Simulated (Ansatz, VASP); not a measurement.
KBr: VASP beside Ansatz

The input INCAR:

```
  PREC = Accurate
  ENCUT = 520
  EDIFF = 1E-6
  ISMEAR = 0
  SIGMA = 0.05
  LREAL = False
  LASPH = True
  NELM = 60
  ALGO = Normal
  ISIF = 2
  LWAVE = False
  LCHARG = True
  GGA = PS
  LELF = True
  LVHAR = True
  NBANDS = 15
```

Contents of KPOINTS:

```
Automatic mesh
0
Gamma
  6 6 6
```

The input POSCAR:

```
KBr
1.0
    0.0000000000      3.2953465764      3.2953465764
    3.2748785852      0.0204679912      3.2748785852
    3.2748785852      3.2748785852      0.0204679912
K Br
1 1
Direct
    0.0000000000      0.0000000000      0.0000000000
    0.5000000000      0.5000000000      0.5000000000
```

Input for Ansatz:

```yaml
crystal:
  lattice:
    - [0.0, 3.2953465764, 3.2953465764]
    - [3.2748785852, 0.0204679912, 3.2748785852]
    - [3.2748785852, 3.2748785852, 0.0204679912]
  atoms:
    - { symbol: K, position: [0.0, 0.0, 0.0] }
    - { symbol: Br, position: [0.5, 0.5, 0.5] }
basis:
  ecutwfc: 420
kpoints:
  mp_grid: { grid: [6, 6, 6] }
hamiltonian:
  xc: pbesol
scf:
  occupations: { method: gaussian, width: 0.05 }
output:
  forces: true
  stress: true
  eigenvalues: true
```

Change from the starting cell: strain +0.0125 x Voigt [0, 0, 0, 1, 0, 0], atoms carried along.

Alike in both runs: task single point; functional PBEsol; k mesh 6 × 6 × 6; occupations gaussian, width 0.05 eV; no spin polarisation.

|  | VASP | Ansatz |
| --- | --- | --- |
| version | VASP 6.6.1 | Ansatz 0.2.0 |
| potentials or method | VASP PAW PBE potentials, release 64 (K_sv, Br), cutoff 520 eV | scalar-relativistic, plane waves, PAW |
| valence electrons in the cell | 16 | 16 |

|  | VASP | Ansatz | Ansatz less VASP |
| --- | --- | --- | --- |
| gap on the k mesh at the Fermi level (eV) | 4.32 | 4.32 | +0.003 |
| least direct gap on the mesh (eV) | 4.32 | 4.32 | +0.003 |
| pressure (GPa) | 0.1 | 0.0 | -0.05 |
| traceless stress, the component that is largest in VASP (GPa) | -0.06 | -0.06 | -0.001 |

VASP's potentials were made for PBE, not for PBEsol. With one functional, cell and mesh, what is left measures potentials, basis and numerics.
